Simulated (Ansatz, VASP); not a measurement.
## One calculation of HgTe, two programs

Contents of INCAR:

```
PREC = Accurate
ENCUT = 520
EDIFF = 1E-7
ISMEAR = -1
SIGMA = 0.05
LREAL = False
LASPH = True
NELM = 80
ALGO = Normal
ISIF = 2
LWAVE = False
LCHARG = False
GGA = PE
NBANDS = 16
```

File KPOINTS:

```
Automatic mesh
0
Gamma
  9 9 9
```

File POSCAR:

```
HgTe
1.0
    0.0000000000      3.2235000000      3.2235000000
    3.2235000000      0.0000000000      3.2235000000
    3.2235000000      3.2235000000      0.0000000000
Hg Te
1 1
Direct
    0.0000000000      0.0000000000      0.0000000000
    0.7500000000      0.7500000000      0.7500000000
```

Input for Ansatz:

```yaml
crystal:
  lattice:
    - [0.0, 3.2235, 3.2235]
    - [3.2235, 0.0, 3.2235]
    - [3.2235, 3.2235, 0.0]
  atoms:
    - { symbol: Hg, position: [0.0, 0.0, 0.0] }
    - { symbol: Te, position: [0.75, 0.75, 0.75] }
kpoints:
  mp_grid: { grid: [9, 9, 9] }
  band_path:
    path:
      - [0.0, 0.0, 0.0]
      - [-0.5, -0.5, 0.0]
      - [-0.375, -0.375, 0.25]
      - [-0.375, 0.0, 0.375]
      - [0.0, 0.0, 0.0]
      - [0.0, 0.0, 0.5]
      - [-0.5, -0.25, 0.25]
      - [-0.5, -0.5, 0.0]
    npoints: 8
scf:
  occupations: { method: fermi_dirac, width: 0.05 }
hamiltonian:
  xc: pbe
  pseudopotentials: { kind: all_electron, lapw: { basis_error: 0.0005 } }
output:
  forces: true
  stress: true
  eigenvalues: true
  fatbands: true
  populations: true
  dos: { projected: true, de: 0.2, e_range: [-14, 8] }
```

Alike in both runs: task single point; functional PBE; k mesh 9 × 9 × 9; occupations fermi-dirac, width 0.05 eV; no spin polarisation.

|  | VASP | Ansatz |
| --- | --- | --- |
| version | VASP 6.6.1 | Ansatz 0.2.0 |
| potentials or method | VASP PAW PBE potentials, release 64 (Hg, Te), cutoff 520 eV | all-electron LAPW, scalar-relativistic |

Ansatz gave:

| Property | Result |
| --- | --- |
| pressure (GPa) | 4.1 |

Task: What did VASP give for the same quantities?

Result: Pressure (GPa): 4.2.

Ansatz ran all-electron here, and VASP with PAW potentials.

Spin-orbit coupling is off throughout.
